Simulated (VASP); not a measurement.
Si3C2:

```
CELL_PARAMETERS angstrom
4.23551 0.00000 0.00000
0.00000 4.23551 0.00000
0.00000 0.00000 4.23551
ATOMIC_POSITIONS crystal
Si 0.00000 0.50000 0.50000
Si 0.50000 0.00000 0.50000
Si 0.50000 0.50000 0.00000
C 0.50000 0.50000 0.50000
C 0.00000 0.00000 0.00000
```

The cell was built from a structure type or drawn by symmetry, and may not be a known phase.

- Program: VASP 6.6.1
- Task: relaxation of cell and atoms
- Functional: PBE
- Potentials or basis: VASP PAW PBE potentials, release 64 (Si, C)
- Cutoff: 600 eV
- k mesh: 4 × 4 × 4
- Occupations: gaussian, width 0.1 eV
- Spin: no spin polarisation

At the start: pressure -12.4 GPa; volume 15.20 Å³/atom.

Q: Where does the relaxation end?

A: Over 3 steps the energy falls by 100.8 meV/atom and the volume is 12.90 Å³/atom (-15.1 %); space group Pm-3m (No. 221, to 0.1 Å) before and after.

The path:
| step | energy change (eV) | largest force (eV/Å) | pressure (GPa) | volume (Å³) |
| --- | --- | --- | --- | --- |
| 1 | 0.0000 | 0.0000 | -12.43 | 75.98 |
| 2 | -0.5006 | 0.0000 | 1.30 | 63.74 |
| 3 | -0.5040 | 0.0000 | 0.11 | 64.51 |

Final structure:
```yaml
crystal:
  lattice:
    - [4.01061, 0.00000, 0.00000]
    - [0.00000, 4.01061, 0.00000]
    - [0.00000, 0.00000, 4.01061]
  atoms:
    - { symbol: Si, position: [0.00000, 0.50000, 0.50000] }
    - { symbol: Si, position: [0.50000, 0.00000, 0.50000] }
    - { symbol: Si, position: [0.50000, 0.50000, 0.00000] }
    - { symbol: C, position: [0.50000, 0.50000, 0.50000] }
    - { symbol: C, position: [0.00000, 0.00000, 0.00000] }
```

Caveat: the k points lie up to 0.39 Å⁻¹ apart in the final cell, too coarse for converged energies and pressures of a metal; the volume moved by over 15 % at a fixed basis, so the end points are rough.
